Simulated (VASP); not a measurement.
# CuO: single point with LDA

Crystal: CuO.

```
CELL_PARAMETERS angstrom
2.91739 0.00000 0.00000
0.03959 2.91717 0.00000
0.01773 0.01747 5.24446
ATOMIC_POSITIONS crystal
Cu 0.00000 0.50000 0.00000
Cu 0.50000 0.00000 0.50000
O 0.99842 0.00167 0.74989
O 0.00158 0.99833 0.25011
```

```
Program             : VASP 6.6.1
Task                : single point
Functional          : LDA
Potentials or basis : VASP PAW LDA potentials, release 64 (Cu, O)
Cutoff              : 520 eV
k mesh              : 9 × 9 × 5
Occupations         : fermi-dirac, width 0.05 eV
Spin                : no spin polarisation
```

```yaml
Pressure: -13.3 GPa
Largest_force: 0.016 eV/Å
Band_gap_on_the_k_mesh: zero (bands 17 and 18 overlap by 0.92 eV)
```

Forces on the atoms (eV/Å):
```
Cu   0.000  0.000  0.000
Cu   0.000  0.000  0.000
O    0.009 -0.010  0.008
O   -0.009  0.010 -0.008
```

Stress tensor (GPa, compression positive):
```
-10.67  -0.18  -0.05
 -0.18 -10.69  -0.05
 -0.05  -0.05 -18.40
```

Levels at points of the mesh, in eV from the Fermi level:
```
           k point  band 15  band 16  band 17  band 18  band 19  band 20
(0.00, 0.00, 0.00)    -2.20    -1.91     0.66     0.70     1.43     6.14
```

Run time: 83 s on 1 thread of Intel(R) Xeon(R) 6975P-C (Granite Rapids), on a shared host, peak memory 0.28 GiB.

Caveat: the stress differs along the axes, from -18 to -11 GPa; semilocal functionals often make such compounds metallic where correlation or magnetic order opens a gap, which also shifts bond lengths. With open d or f shells a metallic result of LDA can be an artefact of self-interaction; +U or a hybrid may open a gap.
